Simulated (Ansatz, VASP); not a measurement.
# Two plane-wave programs on MgO

```xyz
2
Lattice="2.6223 0.0000 0.0000 0.0000 2.6223 0.0000 0.0000 0.0000 2.6223" Properties=species:S:1:pos:R:3 pbc="T T T"
Mg    0.0000    0.0000    0.0000
O     1.3112    1.3112    1.3112
```

Alike in both runs: task relaxation of cell and atoms; functional r2SCAN; k mesh 8 × 8 × 8; occupations gaussian, width 0.02 eV; no spin polarisation.

```csv
,VASP,Ansatz
version,VASP 6.6.1,Ansatz 0.2.0
potentials or method,"VASP PAW PBE potentials, release 64 (Mg, O), cutoff 600 eV","scalar-relativistic, plane waves, PAW"
valence electrons in the cell,8,16
```

```csv
,VASP,Ansatz,Ansatz less VASP
"gap on the k mesh at the Fermi level, each at its own relaxed structure (eV)",3.54,3.49,-0.047
relaxed volume (Å³/atom),8.95,9.03,+0.080
relaxed cell length with the largest relative difference (Å),2.616,2.623,+0.0078
```

VASP's potentials were made for PBE, not for r2SCAN. VASP's potentials hold 8 valence electrons a cell and Ansatz's 16, so a difference there can come from the potentials and not from the codes.
